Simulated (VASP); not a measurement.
# C6N in VASP: further runs

The runs below take C6N through single point, with PBE+D3(BJ).

Program: VASP 6.6.1. These are calculated values, not measurements. Logs are shortened: lines on timing, memory, paths and dates and some standing lists are left out, and cuts for length are marked.

**1. The cell of the first run**

The cell holds a slab with vacuum, 14 atoms: a = 4.929 Å, b = 3.612 Å, c = 23.498 Å, α = 90.00°, β = 90.00°, γ = 80.17°.

**2. Single point, PBE+D3(BJ)**

Contents of INCAR:

```
PREC = Accurate ; ENCUT = 520
EDIFF = 1E-6 ; ISMEAR = 0
SIGMA = 0.05 ; LREAL = False
LASPH = True ; NELM = 100
ALGO = Normal ; ISIF = 2
LWAVE = False ; LCHARG = True
LDIPOL = True ; IDIPOL = 3
DIPOL = 0.5 0.5 0.307 ; GGA = PE
IVDW = 12 ; LELF = True
LVHAR = True ; LVACPOTAV = True
NBANDS = 42
```

Contents of KPOINTS:

```
regular mesh
0
Gamma
  6 8 1
```

Contents of POSCAR:

```
C6N
1.0
    4.9292228550      0.0000000000      0.0000000000
    0.6166369006      3.5586578719      0.0000000000
    0.0000000000      0.0000000000     23.4976437319
C N
12 2
Direct
    0.3564276906      0.1499632937      0.1702298343
    0.8564276906      0.1499632937      0.1702298343
    0.0989390322      0.2099625304      0.1991270674
    0.5989390322      0.2099625304      0.1991270674
    0.0841110521      0.3299262058      0.2569047739
    0.5841110521      0.3299262058      0.2569047739
    0.3266667370      0.3895095889      0.2850339125
    0.8266667370      0.3895095889      0.2850339125
    0.3105178150      0.5194460093      0.3452144215
    0.8105178150      0.5194460093      0.3452144215
    0.0532190619      0.5779315754      0.3701496129
    0.5532190619      0.5779315754      0.3701496129
    0.0532190619      0.5779315754      0.5020777345
    0.0532190619      0.5779315754      0.5488909390
```

Potentials or basis: VASP PAW PBE potentials, release 64 (C, N).

Launch:

```console
> cat potpaw_PBE.64/C/POTCAR potpaw_PBE.64/N/POTCAR > POTCAR
> mpirun -np 1 vasp_std > vasp.out
```

OUTCAR:

```text
PREC = Accurate
   ENCUT = 520
   EDIFF = 1E-6
   ISMEAR = 0
   LREAL = False
   LASPH = True
   NELM = 100
   ISIF = 2
   GGA = PE
   IVDW = 12
 IVDW          = 12

 ion  position               nearest neighbor table
   1  0.356  0.150  0.170-   3 1.42   4 1.42
   2  0.856  0.150  0.170-   4 1.42   3 1.42
   3  0.099  0.210  0.199-   1 1.42   2 1.42   5 1.42
   4  0.599  0.210  0.199-   2 1.42   1 1.42   6 1.42
   5  0.084  0.330  0.257-   8 1.41   7 1.41   3 1.42
   6  0.584  0.330  0.257-   7 1.41   8 1.41   4 1.42
   7  0.327  0.390  0.285-   6 1.41   5 1.41   9 1.49
   8  0.827  0.390  0.285-   5 1.41   6 1.41  10 1.49
   9  0.311  0.519  0.345-  11 1.38  12 1.38   7 1.49
  10  0.811  0.519  0.345-  12 1.38  11 1.38   8 1.49
  11  0.053  0.578  0.370-   9 1.38  10 1.38
  12  0.553  0.578  0.370-  10 1.38   9 1.38
  13  0.053  0.578  0.502-  14 1.10
  14  0.053  0.578  0.549-  13 1.10

  LATTYP: Found a simple monoclinic cell.
 ALAT       =     3.6116875441
 B/A-ratio  =     6.5060012653
 C/A-ratio  =     1.3647977005
 COS(beta)  =    -0.1707337340

  Lattice vectors:

 A1 = (   0.6166369006,   3.5586578719,   0.0000000000)
 A2 = (   0.0000000000,   0.0000000000, -23.4976437319)
 A3 = (  -4.9292228550,   0.0000000000,   0.0000000000)

Analysis of symmetry for initial positions (statically):
=====================================================================
 Subroutine PRICEL returns:
 Original cell was already a primitive cell.

 Routine SETGRP: Setting up the symmetry group for a
 simple monoclinic supercell.

 Subroutine GETGRP returns: Found  1 space group operations
 (whereof  1 operations were pure point group operations)
 out of a pool of  4 trial point group operations.

The static configuration has the point symmetry C_1 .

Analysis of symmetry for dynamics (positions and initial velocities):
=====================================================================
 Subroutine PRICEL returns:
 Original cell was already a primitive cell.

 Routine SETGRP: Setting up the symmetry group for a
 simple monoclinic supercell.

 Subroutine GETGRP returns: Found  1 space group operations
 (whereof  1 operations were pure point group operations)
 out of a pool of  4 trial point group operations.

The dynamic configuration has the point symmetry C_1 .

 Subroutine INISYM returns: Found  1 space group operations
 (whereof  1 operations are pure point group operations),
 and found     1 'primitive' translations

----------------------------------------------------------------------------------------

                                     Primitive cell

  volume of cell :     412.1820

[... 137 lines left out ...]
   GGA     = PE    functional components
   LHFCALC =     F    Hartree Fock is set to
   AEXX    =    0.0000 exact exchange contribution
   IVDW    =    12    specifies the selected vdW correction
   LEPSILON=     F    determine dielectric tensor
   LRPA    =     F    only Hartree local field effects (RPA)
 non-spin polarized calculation
 Gauss-broadening in eV      SIGMA  =   0.05
  energy-cutoff  :      520.00
  volume of cell :      412.18
 maximum number of plane-waves:     11143
 NGX is ok and might be reduce to    40
   NGX = 19   NGY = 13   NGZ = 87

 dipolmoment           0.000000      0.000000      0.274725 electrons x Angstroem

 number of electron      58.0000004 magnetization

 dipolmoment           0.000000      0.000000     -0.073618 electrons x Angstroem

 Free energy of the ion-electron system (eV)
  ---------------------------------------------------
  ext. energy  EPLUGINS =         0.00000000
  ---------------------------------------------------
  free energy    TOTEN  =      -114.34082081 eV

  energy without entropy =     -114.32453283  energy(sigma->0) =     -114.33267682

 E-fermi :  -3.2789     XC(G=0):  -4.1340

 val. band max:       -3.2877840051   @ k =   0.5000   0.3750   0.0000
 cond. band min:      -3.2649490643   @ k =   0.5000   0.1250   0.0000
 fundamental gap:      0.0228349408
 Fermi energy:        -3.2788567925

 k-point     1 :       0.0000    0.0000    0.0000
  band No.  band energies     occupation
      1     -25.8842      2.00000
      2     -22.0866      2.00000
      3     -20.3459      2.00000
      4     -17.9537      2.00000
      5     -17.8598      2.00000
      6     -17.8099      2.00000
[... 1045 lines left out ...]
     40       5.1861      0.00000
     41       5.2668      0.00000

 [... further k-points ...]

 [bands above 41 left out]

------------------------ aborting loop because EDIFF is reached ----------------------------------------

 Edisp (eV)   -1.47913

 E8    (eV) :    -0.4332

  FORCE on cell =-STRESS in cart. coord.  units (eV):
  Direction    XX          YY          ZZ          XY          YZ          ZX
  --------------------------------------------------------------------------------------
  -------------------------------------------------------------------------------------
  Total      -0.34756    -0.21201     4.33295     0.06153     0.73605    -0.01919
  in kB      -1.35098    -0.82410    16.84243     0.23918     2.86109    -0.07461
  external pressure =        4.89 kB  Pullay stress =        0.00 kB

 VOLUME and BASIS-vectors are now :
 -----------------------------------------------------------------------------
  energy-cutoff  :      520.00
  volume of cell :      412.18
      direct lattice vectors                 reciprocal lattice vectors
     4.929222855  0.000000000  0.000000000     0.202871736 -0.035153196  0.000000000
     0.616636901  3.558657872  0.000000000     0.000000000  0.281004816  0.000000000
     0.000000000  0.000000000 23.497643732     0.000000000  0.000000000  0.042557459

 POSITION                                       TOTAL-FORCE (eV/Angst)
 -----------------------------------------------------------------------------------
      1.84938      0.53367      4.00000         0.031343      0.459021      1.663745
      4.31400      0.53367      4.00000        -0.006424      0.458880      1.665229
      0.61716      0.74718      4.67902        -0.009144     -0.946014     -3.180749
      3.08177      0.74718      4.67902        -0.008361     -0.935017     -3.160020
      0.61805      1.17409      6.03666        -0.003508      0.460895      1.430708
      3.08266      1.17409      6.03666        -0.003395      0.471501      1.457106
      1.85040      1.38613      6.69763        -0.032427      0.003955      0.023132
      4.31501      1.38613      6.69763         0.029653      0.002243      0.023728
      1.85092      1.84853      8.11173         0.008468     -0.000531      0.012400
      4.31553      1.84853      8.11173        -0.014909     -0.001889      0.012267
      0.61870      2.05666      8.69764         0.005394     -0.011717     -0.197779
      3.08331      2.05666      8.69764         0.003407      0.045595      0.212742
      0.61870      2.05666     11.79764        -0.000150     -0.013646     -2.084238
      0.61870      2.05666     12.89764         0.000054      0.006725      2.121729
 -----------------------------------------------------------------------------------
    total drift:                                0.000136     -0.000202     -0.000956

  FREE ENERGIE OF THE ION-ELECTRON SYSTEM (eV)
  ---------------------------------------------------
  free  energy   TOTEN  =      -115.8199521602 eV

  energy  without entropy=     -115.8036641839  energy(sigma->0) =     -115.81180817

 vacuum level on the upper side and lower side of the slab         2.823         3.582
```

It took 20 min on 1 thread of Oxide Virtual Turin-like, shared host; peak memory 0.62 GiB.

Results:

* Free energy: -115.8200 eV
* Largest force: 3.318 eV/Å
* Band gap on the k mesh: zero (bands 29 and 30 overlap by 0.07 eV)
* Dispersion energy per atom: -0.106 eV

Forces on the atoms (eV/Å):
```
C    0.031  0.459  1.664
C   -0.006  0.459  1.665
C   -0.009 -0.946 -3.181
C   -0.008 -0.935 -3.160
C   -0.004  0.461  1.431
C   -0.003  0.472  1.457
C   -0.032  0.004  0.023
C    0.030  0.002  0.024
C    0.008 -0.001  0.012
C   -0.015 -0.002  0.012
C    0.005 -0.012 -0.198
C    0.003  0.046  0.213
N    0.000 -0.014 -2.084
N    0.000  0.007  2.122
```

Caveat: the standard files for N, O and F lose accuracy on very short bonds.

**3. Single point, PBE+D3(BJ)**

Contents of INCAR:

```
SYSTEM = C6N
PREC = Accurate ; ENCUT = 520
EDIFF = 1E-6 ; ISMEAR = 0
SIGMA = 0.05 ; LREAL = .False.
LASPH = .True. ; NELM = 80
ALGO = Normal ; ISIF = 2
LWAVE = .False. ; LCHARG = .False.
LDIPOL = .True. ; IDIPOL = 3
DIPOL = 0.5 0.5 0.307 ; GGA = PE
IVDW = 12 ; NBANDS = 42
```

Contents of KPOINTS:

```
Automatic mesh
0
Gamma
  6 8 1
  0 0 0
```

POSCAR: that of step 2 with these lines changed.

```diff
@@ -20,3 +20,3 @@
     0.5532190619      0.5779315754      0.3701496129
-    0.0532190619      0.5779315754      0.5020777345
-    0.0532190619      0.5779315754      0.5488909390
+    0.0532190619      1.0779315754      0.5020777345
+    0.0532190619      1.0779315754      0.5488909390
```

Potentials or basis: VASP PAW PBE potentials, release 64 (C, N).

Launch:

```console
> cat potpaw_PBE.64/C/POTCAR potpaw_PBE.64/N/POTCAR > POTCAR
> mpirun -np 1 vasp_std > vasp.out
```

Run time: 21 min. Hardware: 1 thread of Oxide Virtual Turin-like, shared host; peak memory 0.63 GiB.

The run converged. Its results:

| Quantity | Value |
| --- | --- |
| Free energy | -115.8436 eV |
| Largest force | 3.321 eV/Å |
| Band gap on the k mesh | zero (bands 29 and 30 overlap by 0.07 eV) |
| Dispersion energy per atom | -0.106 eV |

Forces on the atoms (eV/Å):
```
C    0.019  0.463  1.673
C    0.005  0.462  1.674
C   -0.008 -0.946 -3.181
C   -0.008 -0.944 -3.184
C   -0.005  0.467  1.443
C   -0.002  0.468  1.458
C   -0.013  0.001  0.021
C    0.010 -0.002  0.021
C    0.005  0.016  0.017
C   -0.011  0.008 -0.001
C   -0.005 -0.022 -0.021
C    0.011  0.025  0.123
N    0.003  0.011 -2.155
N   -0.001 -0.006  2.113
```

Levels at points of the mesh, in eV from the Fermi level:
| k point | band 26 | band 27 | band 28 | band 29 | band 30 | band 31 | band 32 | band 33 |
| --- | --- | --- | --- | --- | --- | --- | --- | --- |
| (0.00, 0.00, 0.00) | -1.50 | -0.51 | -0.40 | -0.35 | 0.55 | 0.95 | 1.36 | 2.42 |
| (0.50, 0.00, 0.00) | -1.43 | -1.43 | -0.14 | -0.12 | -0.04 | -0.01 | 3.08 | 3.08 |
| (0.00, 0.50, 0.00) | -2.38 | -0.45 | -0.26 | -0.21 | 0.22 | 0.58 | 0.77 | 2.19 |
| (0.50, 0.50, 0.00) | -1.87 | -1.87 | 0.01 | 0.03 | 0.12 | 0.14 | 2.85 | 2.85 |

Caveat: the standard files for N, O and F lose accuracy on very short bonds.

**4. Single point, PBE+D3(BJ)**

Contents of INCAR:

```
  PREC = Accurate
  ENCUT = 520
  EDIFF = 1E-6
  ISMEAR = 0
  SIGMA = 0.05
  LREAL = False
  LASPH = True
  NELM = 80
  ALGO = Normal
  ISIF = 2
  LWAVE = False
  LCHARG = True
  LDIPOL = True
  IDIPOL = 3
  DIPOL = 0.5 0.5 0.307
  GGA = PE
  IVDW = 12
  LELF = True
  LVHAR = True
  LVACPOTAV = True
  NBANDS = 42
```

Contents of KPOINTS:

```
regular mesh
0
Gamma
  6 8 1
```

POSCAR: that of step 3 with these lines changed.

```diff
@@ -20,3 +20,3 @@
     0.5532190619      0.5779315754      0.3701496129
-    0.0532190619      1.0779315754      0.5020777345
-    0.0532190619      1.0779315754      0.5488909390
+    0.3032190619      0.5779315754      0.5020777345
+    0.3032190619      0.5779315754      0.5488909390
```

Launch:

```console
> cat potpaw_PBE.64/C/POTCAR potpaw_PBE.64/N/POTCAR > POTCAR
> mpirun -np 1 vasp_std > vasp.out
```

Wall time 19 min (1 thread of Oxide Virtual Turin-like, shared host); peak memory 0.64 GiB.

The run converged. Its results:

- Free energy: -115.8443 eV
- Largest force: 3.305 eV/Å
- Band gap on the k mesh: zero (bands 29 and 30 overlap by 0.08 eV)
- Dispersion energy per atom: -0.106 eV

Forces in eV/Å, atoms in the order of the input:
```
C    0.014  0.463  1.675
C    0.011  0.456  1.653
C   -0.018 -0.941 -3.168
C    0.001 -0.938 -3.166
C   -0.044  0.464  1.440
C    0.037  0.464  1.441
C   -0.001  0.021  0.063
C   -0.002 -0.009 -0.004
C   -0.001  0.074  0.220
C   -0.005 -0.058 -0.189
C   -0.159  0.003  0.042
C    0.167  0.002  0.039
N    0.000 -0.005 -2.175
N    0.000  0.004  2.130
```

Levels at points of the mesh, in eV from the Fermi level:
| k point | band 27 | band 28 | band 29 | band 30 | band 31 | band 32 |
| --- | --- | --- | --- | --- | --- | --- |
| (0.00, 0.00, 0.00) | -0.54 | -0.40 | -0.34 | 0.55 | 0.93 | 1.36 |
| (0.50, 0.00, 0.00) | -1.43 | -0.16 | -0.12 | -0.05 | -0.01 | 3.07 |
| (0.00, 0.50, 0.00) | -0.47 | -0.26 | -0.19 | 0.20 | 0.58 | 0.80 |
| (0.50, 0.50, 0.00) | -1.87 | 0.01 | 0.03 | 0.13 | 0.15 | 2.83 |

Caveat: the standard files for N, O and F lose accuracy on very short bonds.

**5. Summary**

```tsv
cell	gap on the mesh (eV)	largest force (eV/Å)
as given, atomic positions A	none	3.32
as given, atomic positions B	none	3.32
as given, atomic positions C	none	3.30
```

Alike in all rows: task single point; level PBE+D3(BJ); potentials or basis VASP PAW PBE potentials, release 64 (C, N); no spin polarisation; k mesh 6 × 8 × 1; cutoff (eV) 520; smearing gaussian 0.05 eV.

Caveats: the standard files for N, O and F lose accuracy on very short bonds.

Total energies depend on the potentials used, so only differences within one code and one set of settings carry meaning.
